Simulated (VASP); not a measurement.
# KCl (P4/mmm) in VASP: further runs

The runs below take KCl through single point, with PBE.

Everything below comes from runs of VASP 6.6.1. Logs are shortened: lines on timing, memory, paths and dates and some standing lists are left out, and cuts for length are marked.

### 1 The cell of the first run

The structure is tetragonal, space group P4/mmm (No. 123). The conventional cell has a = 3.897 Å, b = 3.897 Å, c = 3.839 Å, α = 90.00°, β = 90.00°, γ = 90.00°. K (site symmetry 4/mmm) has 8 Cl at 3.36 Å and 6 K at 3.84 to 3.90 Å within 4.4 Å. Cl (site symmetry 4/mmm) has 8 K at 3.36 Å and 6 Cl at 3.84 to 3.90 Å within 4.4 Å.

### 2 Single point, PBE (strain +0.015 along x and y, +0.000 along z)

File INCAR:

```
SYSTEM = KCl
PREC = Accurate
ENCUT = 520
EDIFF = 1E-6
ISMEAR = 0
SIGMA = 0.05
LREAL = .False.
LASPH = .True.
NELM = 60
ALGO = Normal
ISIF = 2
LWAVE = .False.
LCHARG = .True.
GGA = PE
LELF = .True.
LVHAR = .True.
NBANDS = 15
```

File KPOINTS:

```
regular mesh
0
Gamma
  6 6 6
  0 0 0
```

File POSCAR:

```
KCl
1.0
    3.8967839400      0.0000000000      0.0000000000
    0.0000000000      3.8967839400      0.0000000000
    0.0000000000      0.0000000000      3.8391960000
K Cl
1 1
Direct
    0.0000000000      0.0000000000      0.0000000000
    0.5000000000      0.5000000000      0.5000000000
```

Potentials or basis: VASP PAW PBE potentials, release 64 (K_sv, Cl).

Launch:

```sh
$ cat potpaw_PBE.64/K_sv/POTCAR potpaw_PBE.64/Cl/POTCAR > POTCAR
$ mpirun -np 1 vasp_std > vasp.out
```

OUTCAR:

```text
SYSTEM = KCl
   PREC = Accurate
   ENCUT = 520
   EDIFF = 1E-6
   ISMEAR = 0
   LREAL = .False.
   LASPH = .True.
   NELM = 60
   ISIF = 2
   GGA = PE

 ion  position               nearest neighbor table
   1  0.000  0.000  0.000-
   2  0.500  0.500  0.500-

  LATTYP: Found a simple tetragonal cell.
 ALAT       =     3.8967839400
 C/A-ratio  =     0.9852216749

  Lattice vectors:

 A1 = (   3.8967839400,   0.0000000000,   0.0000000000)
 A2 = (   0.0000000000,   3.8967839400,   0.0000000000)
 A3 = (   0.0000000000,   0.0000000000,   3.8391960000)

Analysis of symmetry for initial positions (statically):
=====================================================================
 Subroutine PRICEL returns:
 Original cell was already a primitive cell.

 Routine SETGRP: Setting up the symmetry group for a
 simple tetragonal supercell.

 Subroutine GETGRP returns: Found 16 space group operations
 (whereof 16 operations were pure point group operations)
 out of a pool of 16 trial point group operations.

The static configuration has the point symmetry D_4h.

Analysis of symmetry for dynamics (positions and initial velocities):
=====================================================================
 Subroutine PRICEL returns:
 Original cell was already a primitive cell.

 Routine SETGRP: Setting up the symmetry group for a
 simple tetragonal supercell.

 Subroutine GETGRP returns: Found 16 space group operations
 (whereof 16 operations were pure point group operations)
 out of a pool of 16 trial point group operations.

The dynamic configuration has the point symmetry D_4h.

 Subroutine INISYM returns: Found 16 space group operations
 (whereof 16 operations are pure point group operations),
 and found     1 'primitive' translations

----------------------------------------------------------------------------------------

                                     Primitive cell

  volume of cell :      58.2979

  direct lattice vectors                    reciprocal lattice vectors
     3.896783940  0.000000000  0.000000000     0.256621875  0.000000000  0.000000000
     0.000000000  3.896783940  0.000000000     0.000000000  0.256621875  0.000000000
     0.000000000  0.000000000  3.839196000     0.000000000  0.000000000  0.260471203

  length of vectors
     3.896783940  3.896783940  3.839196000     0.256621875  0.256621875  0.260471203

  position of ions in fractional coordinates (direct lattice)
     0.000000000  0.000000000  0.000000000
     0.500000000  0.500000000  0.500000000

  ion indices of the primitive-cell ions
   primitive index   ion index
                 1           1
                 2           2

----------------------------------------------------------------------------------------

 KPOINTS: regular mesh

Automatic generation of k-mesh.
 Grid dimensions read from file:
 generate k-points for:    6    6    6

 Generating k-lattice:

  Cartesian coordinates                     Fractional coordinates (reciprocal lattice)
     0.042770312  0.000000000  0.000000000     0.166666667  0.000000000  0.000000000
     0.000000000  0.042770312  0.000000000     0.000000000  0.166666667  0.000000000
     0.000000000  0.000000000  0.043411867     0.000000000  0.000000000  0.166666667

  Length of vectors
     0.042770312  0.042770312  0.043411867

  Shift w.r.t. Gamma in fractional coordinates (k-lattice)
     0.000000000  0.000000000  0.000000000

 Subroutine IBZKPT returns following result:
 ===========================================

 Found     40 irreducible k-points:

 Following reciprocal coordinates:
            Coordinates               Weight
  0.000000  0.000000  0.000000      1.000000
  0.166667  0.000000  0.000000      4.000000
  0.333333  0.000000  0.000000      4.000000
  0.500000  0.000000  0.000000      2.000000
  0.166667  0.166667  0.000000      4.000000
  0.333333  0.166667  0.000000      8.000000
[... 16 lines left out ...]
  0.333333  0.000000  0.333333      8.000000
  0.500000  0.000000  0.333333      4.000000
 [... further k-points ...]
   k-points           NKPTS =     40   k-points in BZ     NKDIM =     40   number of bands    NBANDS=     15
   number of dos      NEDOS =    301   number of ions     NIONS =      2
   total plane-waves  NPLWV =  27000
   dimension x,y,z NGX =    30 NGY =   30 NGZ =   30
   dimension x,y,z NGXF=    60 NGYF=   60 NGZF=   60
   ions per type =               1   1
   NGX,Y,Z   is equivalent  to a cutoff of  12.80, 12.80, 12.99 a.u.
   NGXF,Y,Z  is equivalent  to a cutoff of  25.60, 25.60, 25.98 a.u.
 SYSTEM =  KCl
   PREC   = accura    normal or accurate (medium, high low for compatibility)
   ISTART =      0    job   : 0-new  1-cont  2-samecut
   ICHARG =      2    charge: 1-file 2-atom 10-const
   ISPIN  =      1    spin polarized calculation?
   LNONCOLLINEAR =      F non collinear calculations
   LSORBIT =      F    spin-orbit coupling
   LASPH  =      T    aspherical Exc in radial PAW
   ENCUT  =  520.0 eV  38.22 Ry    6.18 a.u.   7.25  7.25  7.14*2*pi/ulx,y,z
   NELM   =     60;   NELMIN=  2; NELMDL= -5     # of ELM steps
   EDIFF  = 0.1E-05   stopping-criterion for ELM
   LREAL  =      F    real-space projection
   EDIFFG = 0.1E-04   stopping-criterion for IOM
   NSW    =      0    number of steps for IOM
   IBRION =     -1    ionic relax: 0-MD 1-quasi-New 2-CG
   NFREE  =      0    steps in history (QN), initial steepest desc. (CG)
   ISIF   =      2    stress and relaxation
   ISYM   =      2    0-nonsym 1-usesym 2-fastsym
   POTIM  = 0.5000    time-step for ionic-motion
   TEBEG  =    0.0;   TEEND  =   0.0 temperature during run
   PSTRESS=    0.0 pullay stress
   NELECT =      16.0000    total number of electrons
   NUPDOWN=      -1.0000    fix difference up-down
   EMIN   =  10.00;   EMAX   =-10.00  energy-range for DOS
   EFERMI =   0.00;   METHOD = LEGACY
   ISMEAR =     0;   SIGMA  =   0.05  broadening in eV -4-tet -1-fermi 0-gaus
   EFERMI_NEDOS =   21; number of points for ismear=-14 and -15
   IALGO  =     38    algorithm
   IMIX   =      4    mixing-type and parameters
     AMIX     =   0.40;   BMIX     =  1.00
     AMIX_MAG =   1.60;   BMIX_MAG =  1.00
  volume/ion in A,a.u.               =      29.15       196.71
  Fermi-wavevector in a.u.,A,eV,Ry     =   1.063891  2.010463 15.399949  1.131864
  Thomas-Fermi vector in A             =   2.199391
   LORBIT       =      0    0 simple, 1 ext, 2 COOP (PROOUT), +10 PAW based schemes
   GGA     = PE    functional components
   LHFCALC =     F    Hartree Fock is set to
   AEXX    =    0.0000 exact exchange contribution
   IVDW    =     0    specifies the selected vdW correction
   LEPSILON=     F    determine dielectric tensor
   LRPA    =     F    only Hartree local field effects (RPA)
 non-spin polarized calculation
 Gauss-broadening in eV      SIGMA  =   0.05
  energy-cutoff  :      520.00
  volume of cell :       58.30
 maximum number of plane-waves:      1588
 NGX is ok and might be reduce to    30
   NGX = 15   NGY = 15   NGZ = 15

 number of electron      16.0000003 magnetization

 Free energy of the ion-electron system (eV)
  ---------------------------------------------------
  ext. energy  EPLUGINS =         0.00000000
  ---------------------------------------------------
  free energy    TOTEN  =        -6.65142541 eV

  energy without entropy =       -6.65142541  energy(sigma->0) =       -6.65142541

 E-fermi :  -0.6847     XC(G=0):  -7.9435

 val. band max:       -0.9317753424   @ k =   0.5000   0.5000   0.0000
 cond. band min:       3.6995682765   @ k =   0.0000   0.0000   0.0000
 fundamental gap:      4.6313436189
 Fermi energy:        -0.6847300431

 k-point     1 :       0.0000    0.0000    0.0000
  band No.  band energies     occupation
      1     -29.0945      2.00000
      2     -13.4864      2.00000
      3     -12.4876      2.00000
      4     -12.4876      2.00000
      5     -12.4827      2.00000
      6      -1.1958      2.00000
      7      -1.1958      2.00000
      8      -1.1189      2.00000
      9       3.6996      0.00000
     10       5.5861      0.00000
     11       5.6452      0.00000
     12       9.5159      0.00000
     13       9.6131      0.00000
     14       9.6131      0.00000
     15      12.4529      0.00000

 k-point     2 :       0.1667    0.0000    0.0000
  band No.  band energies     occupation
      1     -29.0906      2.00000
      2     -13.5314      2.00000
      3     -12.4811      2.00000
      4     -12.4764      2.00000
      5     -12.4495      2.00000
      6      -1.6396      2.00000
      7      -1.1974      2.00000
      8      -1.1187      2.00000
      9       4.2944      0.00000
     10       5.8442      0.00000
     11       6.0905      0.00000
     12       9.4343      0.00000
     13       9.5196      0.00000
     14       9.7309      0.00000
     15      11.5682      0.00000

 k-point     3 :       0.3333    0.0000    0.0000
  band No.  band energies     occupation
      1     -29.0827      2.00000
      2     -13.6198      2.00000
      3     -12.4680      2.00000
      4     -12.4638      2.00000
      5     -12.3707      2.00000
      6      -2.3488      2.00000
      7      -1.2013      2.00000
      8      -1.1190      2.00000
      9       5.5531      0.00000
     10       6.4248      0.00000
     11       6.9886      0.00000
     12       9.3728      0.00000
     13       9.4265      0.00000
     14      10.0010      0.00000
     15      10.0138      0.00000

 k-point     4 :       0.5000    0.0000    0.0000
  band No.  band energies     occupation
      1     -29.0788      2.00000
      2     -13.6633      2.00000
      3     -12.4614      2.00000
      4     -12.4575      2.00000
      5     -12.3300      2.00000
      6      -2.6503      2.00000
      7      -1.2037      2.00000
      8      -1.1195      2.00000
      9       6.5819      0.00000
     10       6.8792      0.00000
     11       7.0770      0.00000
     12       9.1598      0.00000
     13       9.4169      0.00000
     14       9.4422      0.00000
     15      10.1600      0.00000
[... 307 lines left out ...]
 k-point    22 :       0.1667    0.0000    0.3333
  band No.  band energies     occupation
      1     -29.0769      2.00000
      2     -13.5560      2.00000
      3     -12.5452      2.00000
      4     -12.4602      2.00000
      5     -12.3908      2.00000
      6      -2.2453      2.00000
      7      -1.4788      2.00000
      8      -1.1549      2.00000
      9       5.7609      0.00000
     10       6.5042      0.00000
     11       7.3522      0.00000
     12       8.7865      0.00000
     13       8.9041      0.00000
     14       9.5887      0.00000
     15      10.7201      0.00000

 k-point    23 :       0.3333    0.0000    0.3333
  band No.  band energies     occupation
      1     -29.0695      2.00000
      2     -13.4422      2.00000
      3     -12.6389      2.00000
      4     -12.4676      2.00000
      5     -12.4495      2.00000
      6      -2.1123      2.00000
      7      -1.9225      2.00000
      8      -1.0844      2.00000
      9       5.7641      0.00000
     10       6.4228      0.00000
     11       8.2299      0.00000
     12       8.3879      0.00000
     13       8.7540      0.00000
     14       8.8701      0.00000
     15      11.0119      0.00000

 k-point    24 :       0.5000    0.0000    0.3333
  band No.  band energies     occupation
      1     -29.0658      2.00000
      2     -13.3826      2.00000
      3     -12.6428      2.00000
      4     -12.5508      2.00000
      5     -12.4440      2.00000
      6      -2.2466      2.00000
      7      -1.9112      2.00000
      8      -1.0481      2.00000
      9       5.6065      0.00000
     10       6.3956      0.00000
     11       8.1833      0.00000
     12       8.2329      0.00000
     13       8.7078      0.00000
     14       9.6889      0.00000
     15      10.9422      0.00000

 [... further k-points ...]

------------------------ aborting loop because EDIFF is reached ----------------------------------------

  FORCE on cell =-STRESS in cart. coord.  units (eV):
  Direction    XX          YY          ZZ          XY          YZ          ZX
  --------------------------------------------------------------------------------------
  -------------------------------------------------------------------------------------
  Total       -0.2795094     -0.2795094     -0.0549309      0.0000000     -0.0000000     -0.0000000
  in kB       -7.6816428     -7.6816428     -1.5096431      0.0000000     -0.0000000     -0.0000000
  external PRESSURE =      -5.6243095 kB  Pullay stress =       0.0000000 kB

 VOLUME and BASIS-vectors are now :
 -----------------------------------------------------------------------------
  energy-cutoff  :      520.00
  volume of cell :       58.30
      direct lattice vectors                 reciprocal lattice vectors
     3.896783940  0.000000000  0.000000000     0.256621875  0.000000000  0.000000000
     0.000000000  3.896783940  0.000000000     0.000000000  0.256621875  0.000000000
     0.000000000  0.000000000  3.839196000     0.000000000  0.000000000  0.260471203

 POSITION                                       TOTAL-FORCE (eV/Angst)
 -----------------------------------------------------------------------------------
      0.00000      0.00000      0.00000         0.000000      0.000000      0.000000
      1.94839      1.94839      1.91960         0.000000      0.000000      0.000000
 -----------------------------------------------------------------------------------
    total drift:                                0.000000      0.000000     -0.000000

  FREE ENERGIE OF THE ION-ELECTRON SYSTEM (eV)
  ---------------------------------------------------
  free  energy   TOTEN  =        -6.6514254089 eV

  energy  without entropy=       -6.6514254089  energy(sigma->0) =       -6.65142541
```

It took 23 s on 1 thread of Intel Xeon Platinum 8375C at 2.90GHz (Ice Lake), shared host; peak memory 0.18 GiB.

What came out:

```
Free energy            : -6.6514 eV
Pressure               : -0.6 GPa
Band gap on the k mesh : 4.63 eV (least direct gap 4.82 eV)
```

Stress tensor (GPa, compression positive):
```
-0.77  0.00  0.00
 0.00 -0.77  0.00
 0.00  0.00 -0.15
```

Levels at points of the mesh, in eV from the valence-band top:
| k point | band 5 | band 6 | band 7 | band 8 | band 9 | band 10 | band 11 | band 12 |
| --- | --- | --- | --- | --- | --- | --- | --- | --- |
| (0.00, 0.00, 0.00) | -11.55 | -0.26 | -0.26 | -0.19 | 4.63 | 6.52 | 6.58 | 10.45 |
| (0.50, 0.00, 0.00) | -11.40 | -1.72 | -0.27 | -0.19 | 7.51 | 7.81 | 8.01 | 10.09 |
| (0.50, 0.50, 0.00) | -11.51 | -1.19 | -1.19 | 0.00 | 6.08 | 7.28 | 8.95 | 8.95 |
| (0.00, 0.00, 0.50) | -11.42 | -1.72 | -0.26 | -0.26 | 7.52 | 7.87 | 8.09 | 10.06 |
| (0.50, 0.00, 0.50) | -11.51 | -1.20 | -1.17 | -0.06 | 6.13 | 7.16 | 8.79 | 8.85 |
| (0.50, 0.50, 0.50) | -11.70 | -1.30 | -1.27 | -1.27 | 8.66 | 8.66 | 8.69 | 9.67 |

Caveat: the cell differs from its parent crystal (strain +0.015 along x and y, +0.000 along z). A k mesh can miss the band edges.

[end of part 1 of 2]
